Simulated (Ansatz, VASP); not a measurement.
One calculation of WC, two programs

```
W C
1.0
     0.00000    2.20721    2.20721
     2.20721    0.00000    2.20721
     2.20721    2.20721    0.00000
W C
1 1
Direct
  0.00000 0.00000 0.00000
  0.50000 0.50000 0.50000
```

Alike in both runs: task single point; functional r2SCAN; k mesh 11 × 11 × 11; occupations fermi-dirac, width 0.1 eV; no spin polarisation.

|  | VASP | Ansatz |
| --- | --- | --- |
| version | VASP 6.6.1 | Ansatz 0.2.0 |
| potentials or method | VASP PAW PBE potentials, release 64 (W_sv, C_h), cutoff 1430 eV | plane waves, PAW |
| valence electrons in the cell | 18 | 18 |

|  | VASP | Ansatz | Ansatz less VASP |
| --- | --- | --- | --- |
| pressure (GPa) | -10.4 | -11.8 | -1.38 |

VASP's potentials were made for PBE, not for r2SCAN.

Neither program's run includes spin-orbit coupling.
